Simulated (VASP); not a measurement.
NaH, 2 atoms in the cell. The structure is tetragonal, space group I4/mmm (No. 139). Conventional cell: a = 3.554 Å, b = 3.554 Å, c = 4.953 Å, α = 90.00°, β = 90.00°, γ = 90.00°. Na (site symmetry 4/mmm) has 6 H at 2.48 to 2.51 Å within 3.3 Å. H (site symmetry 4/mmm) has 6 Na at 2.48 to 2.51 Å within 3.3 Å.  This cell differs from its parent crystal: strain +0.030 along x and y, +0.015 along z.

- Program: VASP 6.6.1
- Task: single point
- Functional: LDA
- Potentials or basis: VASP PAW LDA potentials, release 64 (Na_pv, H)
- Cutoff: 520 eV
- k mesh: 8 × 8 × 8
- Occupations: gaussian, width 0.05 eV
- Spin: no spin polarisation
- Dipole correction: no
- Further INCAR settings: ALGO = Normal; EDIFF = 1e-06; NBANDS = 11

Potentials or basis: VASP PAW LDA potentials, release 64 (Na_pv, H).

The run is started by

```bash
$ cat potpaw_LDA.64/Na_pv/POTCAR potpaw_LDA.64/H/POTCAR > POTCAR
$ mpirun -np 1 vasp_std > vasp.out
```

Hardware: 1 thread of AMD EPYC 7R43 64-Core Processor (Zen 3), on a shared host.

Question: Estimate the wall time of this run.

Answer: It took 33 s on 1 thread of AMD EPYC 7R43 64-Core Processor (Zen 3), on a shared host, peak memory 0.1 GiB. Counts: scf iterations 11, k points 59.
